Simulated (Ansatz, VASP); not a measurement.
Two plane-wave programs on SiNi

```xyz
28
Lattice="5.0878 0.0000 0.0000 0.0000 5.5278 0.0000 0.0000 0.0000 25.0733" Properties=species:S:1:pos:R:3 pbc="T T T"
Si    4.2028    3.1746    7.5634
Si    1.6589    5.1171    7.5634
Si    3.4649    0.4798    9.1948
Si    0.9210    2.2841    9.1948
Si    4.1766    3.2340   10.8582
Si    1.6327    5.0578   10.8582
Si    3.4476    0.4566   12.5367
Si    0.9037    2.3073   12.5367
Si    4.1766    3.2340   14.2151
Si    1.6327    5.0578   14.2151
Si    3.4649    0.4798   15.8785
Si    0.9210    2.2841   15.8785
Si    4.2028    3.1746   17.5099
Si    1.6589    5.1171   17.5099
Ni    5.0151    1.0404    7.6413
Ni    2.4712    1.7235    7.6413
Ni    2.5855    3.8122    9.2017
Ni    0.0416    4.4795    9.2017
Ni    5.0368    1.0362   10.8917
Ni    2.4929    1.7277   10.8917
Ni    2.5992    3.8010   12.5367
Ni    0.0553    4.4907   12.5367
Ni    5.0368    1.0362   14.1816
Ni    2.4929    1.7277   14.1816
Ni    2.5855    3.8122   15.8716
Ni    0.0416    4.4795   15.8716
Ni    5.0151    1.0404   17.4320
Ni    2.4712    1.7235   17.4320
```

Alike in both runs: functional PBEsol; k mesh 7 × 6 × 1; occupations gaussian, width 0.1 eV; no spin polarisation.

Ansatz relaxed the structure, and its values are those at the end. VASP's run is a single point on that final structure, the one shown.

```csv
,VASP,Ansatz
version,VASP 6.6.1,Ansatz 0.2.0
potentials or method,"VASP PAW PBE potentials, release 64 (Si, Ni), cutoff 520 eV","scalar-relativistic, plane waves, PAW"
valence electrons in the cell,196,308
```

|  | VASP | Ansatz | Ansatz less VASP |
| --- | --- | --- | --- |
| gap on the k mesh at the Fermi level (eV) | none | none | - |
| rms of the force components (eV/Å) | 0.013 | 0.005 | -0.0085 |

VASP's potentials were made for PBE, not for PBEsol. A gap of «none» marks a metal or a gap that the smearing closes. VASP's potentials hold 196 valence electrons a cell and Ansatz's 308, so a difference there can come from the potentials and not from the codes. Ansatz's warnings: xc potential rough in thin density.
